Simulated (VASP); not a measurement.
# CsTi2 (P-3m1) in VASP: further runs

CsTi2 is run at these levels: PBE; tasks: single point.

Program: VASP 6.6.1. These are calculated values, not measurements. Logs are shortened: lines on timing, memory, paths and dates and some standing lists are left out, and cuts for length are marked.

## Step 1: The cell of the first run

Symmetry: P-3m1, No. 164, trigonal system. The conventional cell has a = 3.262 Å, b = 3.262 Å, c = 8.864 Å, α = 90.00°, β = 90.00°, γ = 120.00°. Within 4.3 Å of Cs (site symmetry -3m) lie 6 Cs at 3.26 Å and 6 Ti at 3.92 Å. Within 3.6 Å of Ti (site symmetry 3m) lie 9 Ti at 2.74 to 3.26 Å.

## Step 2: Single point, PBE

File INCAR:

```
ALGO = Normal
EDIFF = 1E-6
ENCUT = 520
GGA = PE
ISIF = 2
ISMEAR = 0
LASPH = True
LCHARG = True
LELF = True
LREAL = False
LVHAR = True
LWAVE = False
NBANDS = 24
NELM = 100
PREC = Accurate
SIGMA = 0.1
```

File KPOINTS:

```
k-points
0
Gamma
  6 6 2
```

File POSCAR:

```
CsTi2
1.0
    3.2622992369      0.0000000021      0.0000000000
   -1.6311496203      2.8252340128      0.0000000000
    0.0000000000      0.0000000000      8.8637623721
Cs Ti
1 2
Direct
    0.0000000000      0.0000000000      0.0000000000
    0.6666666667      0.3333333333      0.6125409852
    0.3333333333      0.6666666667      0.3874590148
```

Potentials or basis: VASP PAW PBE potentials, release 64 (Cs_sv, Ti_sv).

Command:

```
cat potpaw_PBE.64/Cs_sv/POTCAR potpaw_PBE.64/Ti_sv/POTCAR > POTCAR
mpirun -np 1 vasp_std > vasp.out
```

OUTCAR:

```text
EDIFF = 1E-6
   ENCUT = 520
   GGA = PE
   ISIF = 2
   ISMEAR = 0
   LASPH = True
   LREAL = False
   NELM = 100
   PREC = Accurate

 ion  position               nearest neighbor table
   1  0.000  0.000  0.000-
   2  0.667  0.333  0.613-   3 2.74   3 2.74   3 2.74
   3  0.333  0.667  0.387-   2 2.74   2 2.74   2 2.74

  LATTYP: Found a hexagonal cell.
 ALAT       =     3.2622992369
 C/A-ratio  =     2.7170292265

  Lattice vectors:

 A1 = (   3.2622992369,   0.0000000021,   0.0000000000)
 A2 = (  -1.6311496203,   2.8252340128,   0.0000000000)
 A3 = (   0.0000000000,   0.0000000000,   8.8637623721)

Analysis of symmetry for initial positions (statically):
=====================================================================
 Subroutine PRICEL returns:
 Original cell was already a primitive cell.

 Routine SETGRP: Setting up the symmetry group for a
 hexagonal supercell.

 Subroutine GETGRP returns: Found 12 space group operations
 (whereof 12 operations were pure point group operations)
 out of a pool of 24 trial point group operations.

The static configuration has the point symmetry D_3d.

Analysis of symmetry for dynamics (positions and initial velocities):
=====================================================================
 Subroutine PRICEL returns:
 Original cell was already a primitive cell.

 Routine SETGRP: Setting up the symmetry group for a
 hexagonal supercell.

 Subroutine GETGRP returns: Found 12 space group operations
 (whereof 12 operations were pure point group operations)
 out of a pool of 24 trial point group operations.

The dynamic configuration has the point symmetry D_3d.

 Subroutine INISYM returns: Found 12 space group operations
 (whereof 12 operations are pure point group operations),
 and found     1 'primitive' translations

----------------------------------------------------------------------------------------

                                     Primitive cell

  volume of cell :      81.6952

  direct lattice vectors                    reciprocal lattice vectors
     3.262299237  0.000000002  0.000000000     0.306532273  0.176976490  0.000000000
[... 68 lines left out ...]
   PREC   = accura    normal or accurate (medium, high low for compatibility)
   ISTART =      0    job   : 0-new  1-cont  2-samecut
   ICHARG =      2    charge: 1-file 2-atom 10-const
   ISPIN  =      1    spin polarized calculation?
   LNONCOLLINEAR =      F non collinear calculations
   LSORBIT =      F    spin-orbit coupling
   LASPH  =      T    aspherical Exc in radial PAW
   ENCUT  =  520.0 eV  38.22 Ry    6.18 a.u.   6.07  6.07 16.48*2*pi/ulx,y,z
   NELM   =    100;   NELMIN=  2; NELMDL= -5     # of ELM steps
   EDIFF  = 0.1E-05   stopping-criterion for ELM
   LREAL  =      F    real-space projection
   EDIFFG = 0.1E-04   stopping-criterion for IOM
   NSW    =      0    number of steps for IOM
   IBRION =     -1    ionic relax: 0-MD 1-quasi-New 2-CG
   NFREE  =      0    steps in history (QN), initial steepest desc. (CG)
   ISIF   =      2    stress and relaxation
   ISYM   =      2    0-nonsym 1-usesym 2-fastsym
   POTIM  = 0.5000    time-step for ionic-motion
   TEBEG  =    0.0;   TEEND  =   0.0 temperature during run
   PSTRESS=    0.0 pullay stress
   NELECT =      33.0000    total number of electrons
   NUPDOWN=      -1.0000    fix difference up-down
   EMIN   =  10.00;   EMAX   =-10.00  energy-range for DOS
   EFERMI =   0.00;   METHOD = LEGACY
   ISMEAR =     0;   SIGMA  =   0.10  broadening in eV -4-tet -1-fermi 0-gaus
   EFERMI_NEDOS =   21; number of points for ismear=-14 and -15
   IALGO  =     38    algorithm
   IMIX   =      4    mixing-type and parameters
     AMIX     =   0.40;   BMIX     =  1.00
     AMIX_MAG =   1.60;   BMIX_MAG =  1.00
  volume/ion in A,a.u.               =      27.23       183.77
  Fermi-wavevector in a.u.,A,eV,Ry     =   1.210173  2.286895 19.925978  1.464518
  Thomas-Fermi vector in A             =   2.345728
   LORBIT       =      0    0 simple, 1 ext, 2 COOP (PROOUT), +10 PAW based schemes
   GGA     = PE    functional components
   LHFCALC =     F    Hartree Fock is set to
   AEXX    =    0.0000 exact exchange contribution
   IVDW    =     0    specifies the selected vdW correction
   LEPSILON=     F    determine dielectric tensor
   LRPA    =     F    only Hartree local field effects (RPA)
 non-spin polarized calculation
 Gauss-broadening in eV      SIGMA  =   0.10
  energy-cutoff  :      520.00
  volume of cell :       81.70
 maximum number of plane-waves:      2238
   NGX = 13   NGY = 13   NGZ = 33

 number of electron      32.9999989 magnetization

 Free energy of the ion-electron system (eV)
  ---------------------------------------------------
  ext. energy  EPLUGINS =         0.00000000
  ---------------------------------------------------
  free energy    TOTEN  =       -13.67858026 eV

  energy without entropy =      -13.65960662  energy(sigma->0) =      -13.66909344

 E-fermi :   5.3827     XC(G=0):  -9.8362

 val. band max:        5.3528492476   @ k =   0.1667   0.1667   0.0000
 cond. band min:       5.3975545361   @ k =   0.3333   0.1667   0.5000
 fundamental gap:      0.0447052886
 Fermi energy:         5.3826860470

 k-point     1 :       0.0000    0.0000    0.0000
  band No.  band energies     occupation
      1     -51.7749      2.00000
      2     -51.6610      2.00000
      3     -28.1977      2.00000
      4     -27.9079      2.00000
      5     -27.9079      2.00000
      6     -27.7980      2.00000
[... 367 lines left out ...]
     23       7.9073      0.00000
     24       7.9073      0.00000

------------------------ aborting loop because EDIFF is reached ----------------------------------------

  FORCE on cell =-STRESS in cart. coord.  units (eV):
  Direction    XX          YY          ZZ          XY          YZ          ZX
  --------------------------------------------------------------------------------------
  -------------------------------------------------------------------------------------
  Total        0.1015249      0.1015249      0.0225060     -0.0000000      0.0000000     -0.0000000
  in kB        1.9910715      1.9910715      0.4413792     -0.0000000      0.0000000     -0.0000000
  external PRESSURE =       1.4745074 kB  Pullay stress =       0.0000000 kB

 VOLUME and BASIS-vectors are now :
 -----------------------------------------------------------------------------
  energy-cutoff  :      520.00
  volume of cell :       81.70
      direct lattice vectors                 reciprocal lattice vectors
     3.262299237  0.000000002  0.000000000     0.306532273  0.176976490  0.000000000
    -1.631149620  2.825234013  0.000000000    -0.000000000  0.353952981  0.000000000
     0.000000000  0.000000000  8.863762372     0.000000000  0.000000000  0.112818909

 POSITION                                       TOTAL-FORCE (eV/Angst)
 -----------------------------------------------------------------------------------
      0.00000      0.00000      0.00000        -0.000000      0.000000      0.000000
      1.63115      0.94174      5.42942         0.000000      0.000000     -0.002553
     -0.00000      1.88349      3.43434        -0.000000     -0.000000      0.002553
 -----------------------------------------------------------------------------------
    total drift:                                0.000000     -0.000000      0.000000

  FREE ENERGIE OF THE ION-ELECTRON SYSTEM (eV)
  ---------------------------------------------------
  free  energy   TOTEN  =       -13.6785802560 eV

  energy  without entropy=      -13.6596066178  energy(sigma->0) =      -13.66909344
```

OSZICAR:

```text
N       E                     dE             d eps       ncg     rms          rms(c)
DAV:   1     0.382390202707E+03    0.38239E+03   -0.16581E+04   672   0.146E+03
DAV:   2     0.303500865122E+02   -0.35204E+03   -0.33999E+03   728   0.436E+02
DAV:   3    -0.115460979810E+02   -0.41896E+02   -0.40246E+02  1136   0.127E+02
DAV:   4    -0.158677522896E+02   -0.43217E+01   -0.42868E+01   960   0.351E+01
DAV:   5    -0.161360316376E+02   -0.26828E+00   -0.26822E+00  1000   0.683E+00    0.101E+01
DAV:   6    -0.141147284955E+02    0.20213E+01   -0.13304E+01   896   0.255E+01    0.362E+00
DAV:   7    -0.137276775520E+02    0.38705E+00   -0.18744E+00   984   0.675E+00    0.215E+00
DAV:   8    -0.136754706700E+02    0.52207E-01   -0.38461E-01   832   0.419E+00    0.138E+00
DAV:   9    -0.136778655529E+02   -0.23949E-02   -0.81442E-02  1016   0.254E+00    0.171E-01
DAV:  10    -0.136784727240E+02   -0.60717E-03   -0.10355E-02   904   0.767E-01    0.127E-01
DAV:  11    -0.136786278392E+02   -0.15512E-03   -0.12933E-03   984   0.332E-01    0.392E-02
DAV:  12    -0.136785834793E+02    0.44360E-04   -0.20175E-04   904   0.105E-01    0.334E-02
DAV:  13    -0.136785785322E+02    0.49471E-05   -0.38820E-05   856   0.483E-02    0.414E-03
DAV:  14    -0.136785798071E+02   -0.12749E-05   -0.30985E-06   688   0.178E-02    0.310E-03
DAV:  15    -0.136785802560E+02   -0.44890E-06   -0.41405E-07   440   0.599E-03
   1 F= -.13678580E+02 E0= -.13669093E+02  d E =-.189736E-01
```

stdout:

```text
POSCAR found type information on POSCAR CsTi
 POSCAR found :  2 types and       3 ions
 scaLAPACK will be used
 LDA part: xc-table for (Slater+PW92), standard interpolation
 POSCAR, INCAR and KPOINTS ok, starting setup
 FFT: planning ... GRIDC
 FFT: planning ... GRID_SOFT
 FFT: planning ... GRID
 WAVECAR not read
 entering main loop
```

Run time: 28 s. Hardware: 1 thread of AMD EPYC 7R13 (Zen 3), shared host; peak memory 0.16 GiB.

What came out:

```
Free energy : -13.6786 eV
Pressure    : 0.1 GPa
```

Forces on the atoms (eV/Å):
```
Cs   0.000  0.000  0.000
Ti   0.000  0.000 -0.003
Ti   0.000  0.000  0.003
```

Caveat: the k points lie up to 0.37 Å⁻¹ apart; spin-orbit coupling is left out, which moves the levels of the heavy elements.

## Step 3: Single point, PBE

This run uses another cell than the first one, of 52.58 Å³/atom, 1.931 times its volume.

File INCAR:

```
PREC = Accurate
ENCUT = 520
EDIFF = 1E-6
ISMEAR = 0
SIGMA = 0.1
LREAL = False
LASPH = True
NELM = 100
ALGO = Normal
ISIF = 2
LWAVE = False
LCHARG = False
GGA = PE
NBANDS = 24
```

File KPOINTS:

```
regular mesh
0
Gamma
  6 6 2
```

File POSCAR:

```
CsTi2
1.0
    4.4324496500      0.0000000000      0.0000000000
   -2.2162248300      3.8386140000      0.0000000000
    0.0000000000      0.0000000000      9.2714067000
Cs Ti
1 2
Direct
    0.0000000000      0.0000000000      0.0000000000
    0.6666666700      0.3333333300      0.6314712700
    0.3333333300      0.6666666700      0.3685287300
```

Potentials or basis: VASP PAW PBE potentials, release 64 (Cs_sv, Ti_sv).

Command:

```
cat potpaw_PBE.64/Cs_sv/POTCAR potpaw_PBE.64/Ti_sv/POTCAR > POTCAR
mpirun -np 1 vasp_std > vasp.out
```

Wall time 59 s (1 thread of AMD EPYC 7R13 (Zen 3), shared host); peak memory 0.26 GiB.

It converged, with:

```yaml
Free_energy: -9.8684 eV
Pressure: -6.2 GPa
Largest_force: 1.814 eV/Å
```

Forces on the atoms (eV/Å):
```
Cs   0.000  0.000  0.000
Ti   0.000  0.000 -1.814
Ti   0.000  0.000  1.814
```

Stress tensor (GPa, compression positive):
```
-6.74  0.00  0.00
 0.00 -6.74  0.00
 0.00  0.00 -5.09
```

Levels at points of the mesh, in eV from the Fermi level:
| k point | band 14 | band 15 | band 16 | band 17 | band 18 | band 19 |
| --- | --- | --- | --- | --- | --- | --- |
| (0.00, 0.00, 0.00) | -1.16 | -0.69 | 0.00 | 0.00 | 0.11 | 0.13 |
| (0.50, 0.00, 0.00) | -0.88 | -0.39 | -0.20 | 0.06 | 0.17 | 0.18 |
| (0.00, 0.00, 0.50) | -1.96 | -0.47 | 0.02 | 0.02 | 0.12 | 0.12 |
| (0.50, 0.00, 0.50) | -0.72 | -0.31 | -0.23 | 0.04 | 0.21 | 0.26 |

Caveat: spin-orbit coupling is left out, which moves the levels of the heavy elements; forces of over 1 eV/Å act on the atoms, so gaps and moduli don't describe the material at rest.

## Step 4: Single point, PBE, collinear spin, ferromagnetic start

File INCAR:

```
SYSTEM = CsTi2
PREC     = Accurate       ! precision mode
ENCUT    = 520            ! plane-wave cutoff, eV
EDIFF    = 1E-6           ! SCF threshold, eV
ISMEAR   = 0              ! smearing method
SIGMA    = 0.1            ! smearing width, eV
LREAL    = .False.        ! projectors in reciprocal space
LASPH    = .True.         ! aspherical terms in the spheres
NELM     = 150            ! most SCF steps
ALGO     = Fast           ! electronic algorithm
ISIF     = 2              ! what is computed and relaxed
LWAVE    = .False.        ! write WAVECAR
LCHARG   = .False.        ! write CHGCAR
ISPIN    = 2              ! spin polarisation
MAGMOM   = 0 1 1          ! initial moments
LORBIT   = 11             ! projections on sites
LMAXMIX  = 4              ! l up to which the mixer works
GGA      = PE             ! functional
NBANDS   = 28             ! bands
```

File KPOINTS:

```
regular mesh
0
Gamma
  6 6 2
  0 0 0
```

File POSCAR:

```
CsTi2
1.0
    3.2622992369      0.0000000000      0.0000000000
   -1.6311496184      2.8252340139      0.0000000000
    0.0000000000      0.0000000000      8.8637623721
Cs Ti
1 2
Direct
    0.0000000000      0.0000000000      0.0000000000
    0.6666666667      0.3333333333      0.6125409852
    0.3333333333      0.6666666667      0.3874590148
```

Potentials or basis: VASP PAW PBE potentials, release 64 (Cs_sv, Ti_sv).

Command:

```
cat potpaw_PBE.64/Cs_sv/POTCAR potpaw_PBE.64/Ti_sv/POTCAR > POTCAR
mpirun -np 1 vasp_std > vasp.out
```

OUTCAR:

```text
SYSTEM = CsTi2
   PREC = Accurate
   ENCUT = 520
   EDIFF = 1E-6
   ISMEAR = 0
   LREAL = .False.
   LASPH = .True.
   NELM = 150
   ISIF = 2
   ISPIN = 2
   LORBIT = 11
   GGA = PE

 ion  position               nearest neighbor table
   1  0.000  0.000  0.000-
   2  0.667  0.333  0.613-   3 2.74   3 2.74   3 2.74
   3  0.333  0.667  0.387-   2 2.74   2 2.74   2 2.74

  LATTYP: Found a hexagonal cell.
 ALAT       =     3.2622992369
 C/A-ratio  =     2.7170292265

  Lattice vectors:
[... 1074 lines left out ...]

 VOLUME and BASIS-vectors are now :
 -----------------------------------------------------------------------------
  energy-cutoff  :      520.00
  volume of cell :       81.70
      direct lattice vectors                 reciprocal lattice vectors
     3.262299237  0.000000000  0.000000000     0.306532273  0.176976490  0.000000000
    -1.631149618  2.825234014  0.000000000     0.000000000  0.353952981  0.000000000
     0.000000000  0.000000000  8.863762372     0.000000000  0.000000000  0.112818909

 POSITION                                       TOTAL-FORCE (eV/Angst)
 -----------------------------------------------------------------------------------
      0.00000      0.00000      0.00000         0.000000      0.000000      0.000000
      1.63115      0.94174      5.42942        -0.000000      0.000000     -0.004033
     -0.00000      1.88349      3.43434         0.000000     -0.000000      0.004033
 -----------------------------------------------------------------------------------
    total drift:                                0.000000     -0.000000      0.000000

  FREE ENERGIE OF THE ION-ELECTRON SYSTEM (eV)
  ---------------------------------------------------
  free  energy   TOTEN  =       -13.6785779467 eV

  energy  without entropy=      -13.6596132109  energy(sigma->0) =      -13.66909558

 total charge

# of ion       s       p       d       tot
------------------------------------------
    1        1.847   4.634   0.198   6.679
    2        2.232   6.061   1.830  10.122
    3        2.232   6.061   1.830  10.122
--------------------------------------------------
tot          6.310  16.755   3.859  26.924

 magnetization (x)

# of ion       s       p       d       tot
------------------------------------------
    1       -0.000   0.000  -0.000  -0.000
    2        0.000   0.000   0.005   0.005
    3        0.000   0.000   0.005   0.005
--------------------------------------------------
tot          0.000   0.000   0.010   0.011
```

Run time: 6.3 min. Hardware: 1 thread of AMD EPYC 7R13 (Zen 3), shared host; peak memory 0.21 GiB.

What came out:

```
Free energy                                           : -13.6786 eV
Pressure                                              : 0.1 GPa
Largest force                                         : 0.004 eV/Å
Net moment                                            : 0.01 μB per cell
Valence electrons inside the program's atomic spheres : Cs 6.68; Ti 10.12
```

Forces in eV/Å, atoms in the order of the input:
```
Cs   0.000  0.000  0.000
Ti   0.000  0.000 -0.004
Ti   0.000  0.000  0.004
```

Caveat: the k points lie up to 0.37 Å⁻¹ apart; spin-orbit coupling is left out, which moves the levels of the heavy elements.

## Step 5: Overview

| spin | cell | gap on the mesh (eV) | pressure (GPa) |
| --- | --- | --- | --- |
| off | a = 3.262, b = 3.262, c = 8.864 Å, angles 90.0, 90.0, 120.0°, 3 atoms | none | 0.1 |
| off | a = 4.432, b = 4.432, c = 9.271 Å, angles 90.0, 90.0, 120.0°, 3 atoms | none | -6.2 |
| collinear, ferromagnetic start | a = 3.262, b = 3.262, c = 8.864 Å, angles 90.0, 90.0, 120.0°, 3 atoms | none | 0.1 |

Alike in all rows: task single point; level PBE; potentials or basis VASP PAW PBE potentials, release 64 (Cs_sv, Ti_sv); k mesh 6 × 6 × 2; cutoff (eV) 520; smearing gaussian 0.1 eV.

Caveats: some runs use coarse meshes; spin-orbit coupling is left out, which moves the levels of the heavy elements; forces of over 1 eV/Å act on the atoms, so gaps and moduli don't describe the material at rest (some runs).

Absolute energies hang on the potentials; compare differences alone.
